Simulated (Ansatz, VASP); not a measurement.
## MnHg in VASP and in Ansatz

File INCAR:

```
SYSTEM = MnHg
ALGO     = Normal         ! electronic algorithm
EDIFF    = 1E-6           ! SCF threshold, eV
ENCUT    = 520            ! plane-wave cutoff, eV
GGA      = PE             ! functional
ISIF     = 2              ! what is computed and relaxed
ISMEAR   = -1             ! smearing method
ISPIN    = 2              ! spin polarisation
LASPH    = .TRUE.         ! aspherical terms in the spheres
LCHARG   = .FALSE.        ! write CHGCAR
LMAXMIX  = 4              ! l up to which the mixer works
LORBIT   = 11             ! projections on sites
LREAL    = .FALSE.        ! projectors in reciprocal space
LWAVE    = .FALSE.        ! write WAVECAR
MAGMOM   = 4 0            ! initial moments
NBANDS   = 24             ! bands
NELM     = 150            ! most SCF steps
PREC     = Accurate       ! precision mode
SIGMA    = 0.08           ! smearing width, eV
```

KPOINTS

```
k-points
0
G
  11 11 11
  0 0 0
```

File POSCAR:

```
MnHg
1.0
    3.3150000000      0.0000000000      0.0000000000
    0.0000000000      3.3150000000      0.0000000000
    0.0000000000      0.0000000000      3.3150000000
Mn Hg
1 1
Direct
    0.5000000000      0.5000000000      0.5000000000
    0.0000000000      0.0000000000      0.0000000000
```

Input for Ansatz:

```yaml
crystal:
  lattice:
    - [3.315, 0.0, 0.0]
    - [0.0, 3.315, 0.0]
    - [0.0, 0.0, 3.315]
  atoms:
    - { symbol: Mn, position: [0.5, 0.5, 0.5], spin: 4.0 }
    - { symbol: Hg, position: [0.0, 0.0, 0.0] }
magnetization:
  spin_polarized: true
kpoints:
  mp_grid: { grid: [11, 11, 11] }
  band_path:
    path:
      - [0.0, 0.0, 0.0]
      - [0.0, 0.5, 0.0]
      - [0.5, 0.5, 0.0]
      - [0.0, 0.0, 0.0]
      - [0.5, 0.5, 0.5]
      - [0.0, 0.5, 0.0]
      - [0.5, 0.5, 0.5]
      - [0.5, 0.5, 0.0]
    npoints: 5
scf:
  occupations: { method: fermi_dirac, width: 0.08 }
hamiltonian:
  xc: pbe
  pseudopotentials:
    kind: all_electron
    lapw: { basis_error: 0.00025 }
    relativity: none
output:
  forces: true
  stress: true
  eigenvalues: true
```

Alike in both runs: task single point; functional PBE; k mesh 11 × 11 × 11; occupations fermi-dirac, width 0.08 eV; collinear spin.

|  | VASP | Ansatz |
| --- | --- | --- |
| version | VASP 6.6.1 | Ansatz 0.2.0 |
| potentials or method | VASP PAW PBE potentials, release 64 (Mn_pv, Hg), cutoff 520 eV | all-electron LAPW, non-relativistic |

|  | VASP | Ansatz | Ansatz less VASP |
| --- | --- | --- | --- |
| pressure (GPa) | 1.0 | 9.7 | +8.72 |
| net moment per atom (μB) | 1.96 | 1.84 | -0.123 |
| size of the moment on the site where the two differ most (μB) | 3.83 | 3.74 | -0.091 |

The net moments are unlike, so the other rows may belong to different states. Site moments also hang on the region over which each program counts them. Ansatz ran all-electron here, and VASP with PAW potentials.

Neither program's run includes spin-orbit coupling.
